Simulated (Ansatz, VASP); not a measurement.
## Tc: VASP beside Ansatz

INCAR

```
SYSTEM = Tc
ALGO = Normal
EDIFF = 1E-6
EDIFFG = -0.01
ENCUT = 600
GGA = PS
IBRION = 2
ISIF = 3
ISMEAR = -1
LASPH = .TRUE.
LCHARG = .FALSE.
LREAL = .FALSE.
LWAVE = .FALSE.
NELM = 80
NSW = 60
PREC = Accurate
SIGMA = 0.05
```

KPOINTS

```
k-points
0
G
  11 11 3
  0 0 0
```

The input POSCAR:

```
Tc
1.0
    2.7393552909      0.0000000000      0.0000000000
   -1.3696776454      2.3723512719      0.0000000000
    0.0000000000      0.0000000000      8.7696844400
Tc
4
Direct
    0.6666666667      0.3333333333      0.7500000000
    0.0000000000      0.0000000000      0.5000000000
    0.3333333333      0.6666666667      0.2500000000
    0.0000000000      0.0000000000      0.0000000000
```

Contents of input.yaml:

```yaml
crystal:
  lattice:
    - [2.7393552909, 0.0, 0.0]
    - [-1.3696776454, 2.3723512719, 0.0]
    - [0.0, 0.0, 8.76968444]
  atoms:
    - { symbol: Tc, position: [0.6666666667, 0.3333333333, 0.75] }
    - { symbol: Tc, position: [0.0, 0.0, 0.5] }
    - { symbol: Tc, position: [0.3333333333, 0.6666666667, 0.25] }
    - { symbol: Tc, position: [0.0, 0.0, 0.0] }
hamiltonian:
  xc: pbesol
  pseudopotentials: { kind: paw }
kpoints:
  mp_grid: { grid: [11, 11, 3] }
scf:
  occupations: { method: fermi_dirac, width: 0.05 }
output:
  forces: true
  stress: true
  eigenvalues: true
relax:
  f_tol: 0.01
  max_steps: 40
  cell: { stress_tol: 0.05 }
```

Alike in both runs: task relaxation of cell and atoms; functional PBEsol; k mesh 11 × 11 × 3; occupations fermi-dirac, width 0.05 eV; no spin polarisation.

```csv
,VASP,Ansatz
version,VASP 6.6.1,Ansatz 0.2.0
potentials or method,"VASP PAW PBE potentials, release 64 (Tc_pv)",Ansatz PAW earlier set
plane-wave cutoff (eV),600,500
valence electrons in the cell,52,60
```

Ansatz gave:

```
gap on the k mesh at the Fermi level, each at its own relaxed structure (eV) : none
relaxed volume (Å³/atom)                                                     : 14.01
relaxed cell length with the largest relative difference (Å)                 : 8.748
```

**Question.** What did VASP give for the same quantities?

**Answer.** gap on the k mesh at the Fermi level, each at its own relaxed structure (eV): none; relaxed volume (Å³/atom): 13.99; relaxed cell length with the largest relative difference (Å): 8.743.

VASP's potentials were made for PBE, not for PBEsol. A gap of «none» marks a metal or a gap that the smearing closes. VASP's potentials hold 52 valence electrons a cell and Ansatz's 60, so a difference there can come from the potentials and not from the codes.

Noted on Ansatz's run: the plane-wave basis is chosen anew once the cell has moved, so the energies of steps on either side of that aren't comparable.
